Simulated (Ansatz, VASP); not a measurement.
**One calculation of FeO, two programs**

```xyz
4
Lattice="3.0938 0.0000 0.0000 -1.5469 2.6793 0.0000 0.0000 0.0000 5.7335" Properties=species:S:1:pos:R:3 pbc="T T T"
Fe    0.0000    1.7862    0.1375
Fe    1.5469    0.8931    3.0043
O     0.0000    1.7862    2.0532
O     1.5469    0.8931    4.9200
```

Alike in both runs: functional PBE; k mesh 6 × 6 × 4; occupations gaussian, width 0.1 eV; collinear spin.

Ansatz relaxed the structure, and its values are those at the end. VASP's run is a single point on that final structure, the one shown.

```csv
,VASP,Ansatz
version,VASP 6.6.1,Ansatz 0.2.0
potentials or method,"VASP PAW PBE potentials, release 64 (Fe_sv, O_h), cutoff 1340 eV","scalar-relativistic, plane waves, PAW"
valence electrons in the cell,44,44
```

|  | VASP | Ansatz | Ansatz less VASP |
| --- | --- | --- | --- |
| gap on the k mesh at the Fermi level (eV) | none | none | - |
| pressure (GPa) | -0.7 | -0.2 | +0.51 |
| rms of the force components (eV/Å) | 0.011 | 0.009 | -0.0019 |
| net moment per atom (μB) | 2.00 | 2.00 | 0.000 |
| size of the moment on the site where the two differ most (μB) | 3.44 | 3.25 | -0.186 |

Site moments also hang on the region over which each program counts them. A gap of «none» marks a metal or a gap that the smearing closes.

The k mesh is coarse, so the values compare programs but aren't converged.
